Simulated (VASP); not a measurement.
A run of VASP 6.6.1 is set up as follows.

INCAR

```
SYSTEM = Cs3Al
  PREC = Accurate
  ENCUT = 520
  EDIFF = 1E-6
  ISMEAR = 0
  SIGMA = 0.1
  LREAL = .FALSE.
  LASPH = .TRUE.
  NELM = 100
  ALGO = Fast
  ISIF = 2
  LWAVE = .FALSE.
  LCHARG = .TRUE.
  GGA = PE
  LELF = .TRUE.
  LVHAR = .TRUE.
  NBANDS = 23
```

File KPOINTS:

```
regular mesh
0
G
  8 8 8
  0 0 0
```

The input POSCAR:

```
Cs3Al
1.0
    6.4139379875      0.0000000000      0.0000000000
    0.0000000000      6.4139379875      0.0000000000
    0.0000000000      0.0000000000      6.4139379875
Cs Al
3 1
Direct
    0.0000000000      0.5000000000      0.5000000000
    0.5000000000      0.0000000000      0.5000000000
    0.5000000000      0.5000000000      0.0000000000
    0.0000000000      0.0000000000      0.0000000000
```

Potentials or basis: VASP PAW PBE potentials, release 64 (Cs_sv, Al).

Command:

```bash
$ cat potpaw_PBE.64/Cs_sv/POTCAR potpaw_PBE.64/Al/POTCAR > POTCAR
$ mpirun -np 1 vasp_std > vasp.out
```

(1) Estimate the band gap on the k mesh.

(2) What does it give for the pressure?

## Answers

(1) zero (bands 15 and 16 overlap by 0.64 eV).

(2) 0.0 GPa.

Caveat: spin-orbit coupling is left out, which moves the levels of the heavy elements.
